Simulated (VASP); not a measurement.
**ZrO2: single point with PBE**

The system is ZrO2.

```
Zr O
1.0
     0.00000    2.55789    2.55789
     2.55789    0.00000    2.55789
     2.55789    2.55789    0.00000
Zr O
1 2
Direct
  0.00000 0.00000 0.00000
  0.25000 0.25000 0.25000
  0.75000 0.75000 0.75000
```

* Program: VASP 6.6.1
* Task: single point
* Functional: PBE
* Potentials or basis: VASP PAW PBE potentials, release 64 (Zr_sv, O)
* Cutoff: 600 eV
* k mesh: 8 × 8 × 8
* Occupations: gaussian, width 0.02 eV
* Spin: no spin polarisation
* Dipole correction: no
* Further INCAR settings: ALGO = Normal; EDIFF = 1e-06; NBANDS = 19

The pressure is 0.1 GPa and the band gap on the k mesh is 3.31 eV (least direct gap 3.74 eV).

Levels at points of the mesh, in eV from the valence-band top:
| k point | band 10 | band 11 | band 12 | band 13 | band 14 | band 15 |
| --- | --- | --- | --- | --- | --- | --- |
| (0.00, 0.00, 0.00) | -0.53 | -0.53 | -0.53 | 3.31 | 3.31 | 6.47 |
| (0.50, 0.00, 0.00) | -2.46 | -1.63 | -1.63 | 3.94 | 3.94 | 5.95 |
| (0.50, 0.50, 0.00) | -1.49 | -1.49 | 0.00 | 3.74 | 4.66 | 5.70 |

Wall time 34 s on 1 thread of AMD EPYC 7R43 64-Core Processor (Zen 3), with other jobs on the host, peak memory 0.14 GiB.

A k mesh can miss the band edges.
